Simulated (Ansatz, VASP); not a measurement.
## PbS: VASP beside Ansatz

POSCAR

```
PbS
1.0
    0.0000000000      2.6934405028      2.6934405028
    2.6934405028      0.0000000000      2.6934405028
    2.6934405028      2.6934405028      0.0000000000
Pb S
1 1
Direct
    0.0000000000      0.0000000000      0.0000000000
    0.5000000000      0.5000000000      0.5000000000
```

INCAR.step1

```
SYSTEM = PbS
ALGO = Normal
EDIFF = 1E-4
ENCUT = 600
GGA = PE
ISMEAR = -1
LASPH = .TRUE.
LCHARG = .FALSE.
LREAL = .FALSE.
LWAVE = .TRUE.
NELM = 80
PREC = Accurate
SIGMA = 0.05
```

The input INCAR.step2:

```
SYSTEM = PbS
ALGO = Normal
EDIFF = 1E-6
EDIFFG = -0.005
ENCUT = 600
IBRION = 2
ISIF = 3
ISMEAR = -1
ISTART = 1
LASPH = .TRUE.
LCHARG = .FALSE.
LMIXTAU = .TRUE.
LREAL = .FALSE.
LWAVE = .FALSE.
METAGGA = R2SCAN
NELM = 80
NSW = 60
PREC = Accurate
SIGMA = 0.05
```

File KPOINTS:

```
k-points
0
G
  12 12 12
  0 0 0
```

Input for Ansatz:

```yaml
crystal:
  lattice:
    - [0.0, 2.6934405028, 2.6934405028]
    - [2.6934405028, 0.0, 2.6934405028]
    - [2.6934405028, 2.6934405028, 0.0]
  atoms:
    - { symbol: Pb, position: [0.0, 0.0, 0.0] }
    - { symbol: S, position: [0.5, 0.5, 0.5] }
kpoints:
  mp_grid: { grid: [12, 12, 12] }
scf:
  occupations: { method: fermi_dirac, width: 0.05 }
hamiltonian:
  xc: r2scan
  pseudopotentials: { kind: paw }
output:
  forces: true
  stress: true
relax:
  f_tol: 0.005
  max_steps: 40
  cell: {}
```

Alike in both runs: task relaxation of cell and atoms; functional r2SCAN; k mesh 12 × 12 × 12; occupations fermi-dirac, width 0.05 eV; no spin polarisation.

|  | VASP | Ansatz |
| --- | --- | --- |
| version | VASP 6.6.1 | Ansatz 0.2.0 |
| potentials or method | VASP PAW PBE potentials, release 64 (Pb_d, S) | PAW with Ansatz's default frozen-core files, scalar-relativistic |
| plane-wave cutoff (eV) | 600 | 500 |
| valence electrons in the cell | 20 | 20 |

|  | VASP | Ansatz | Ansatz less VASP |
| --- | --- | --- | --- |
| relaxed volume (Å³/atom) | 26.65 | 26.65 | -0.002 |
| relaxed length of the cell vector where the two differ most in proportion (Å) | 4.224 | 4.224 | -0.0001 |

VASP's potentials were made for PBE, not for r2SCAN.

Spin-orbit coupling is off throughout. Noted on VASP's run: the volume moved by over 15 % at a fixed basis, so the end points are rough.
